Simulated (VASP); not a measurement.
Set up this calculation in VASP 6.6.1, as the native input.

```yaml
Task: single point
Functional: r2SCAN
Potentials_or_basis: VASP PAW PBE potentials, release 64 (Sr_sv, O)
Cutoff: 520 eV
k_mesh: 14 × 14 × 14
Occupations: fermi-dirac, width 0.1 eV
Spin: no spin polarisation
Dipole_correction: no
Further_INCAR_settings: ALGO = Normal; EDIFF = 1e-07; NBANDS = 15
```

Crystal: SrO.

```
Sr O
1.0
     0.00000    2.58031    2.58031
     2.58031    0.00000    2.58031
     2.58031    2.58031    0.00000
Sr O
1 1
Direct
  0.50000 0.50000 0.50000
  0.00000 0.00000 0.00000
```

One way to write it, as run:

POSCAR

```
SrO
1.0
    0.0000000000      2.5803129927      2.5803129927
    2.5803129927      0.0000000000      2.5803129927
    2.5803129927      2.5803129927      0.0000000000
Sr O
1 1
Direct
    0.5000000000      0.5000000000      0.5000000000
    0.0000000000      0.0000000000      0.0000000000
```

INCAR.step1

```
  PREC = Accurate
  ENCUT = 520
  ISMEAR = -1
  SIGMA = 0.1
  LREAL = F
  LASPH = T
  NELM = 80
  NBANDS = 15
  GGA = PE
  ALGO = Normal
  EDIFF = 1E-4
  LWAVE = T
  LCHARG = F
```

INCAR.step2

```
  PREC = Accurate
  ENCUT = 520
  EDIFF = 1E-7
  ISMEAR = -1
  SIGMA = 0.1
  LREAL = F
  LASPH = T
  NELM = 80
  ALGO = Normal
  ISIF = 2
  LWAVE = F
  LCHARG = T
  METAGGA = R2SCAN
  LMIXTAU = T
  LELF = T
  LVHAR = T
  NBANDS = 15
  ISTART = 1
```

KPOINTS

```
Automatic mesh
0
Gamma
  14 14 14
```

Potentials or basis: VASP PAW PBE potentials, release 64 (Sr_sv, O).

Run with:

```console
$ cat potpaw_PBE.64/Sr_sv/POTCAR potpaw_PBE.64/O/POTCAR > POTCAR
$ cp INCAR.step1 INCAR
$ mpirun -np 1 vasp_std > vasp.out
$ cp INCAR.step2 INCAR
$ mpirun -np 1 vasp_std > vasp.out
```

Results of the run:

- Pressure: 0.5 GPa
- Band gap on the k mesh: 3.75 eV, indirect (least direct gap 3.84 eV)

Caveat: the PAW data sets were made with another functional, which shifts forces and pressure a little.

It took 3.3 min on 1 thread of Intel(R) Xeon(R) Platinum 8259CL CPU @ 2.50GHz (Skylake/Cascade Lake), with other jobs on the host, peak memory 0.2 GiB.
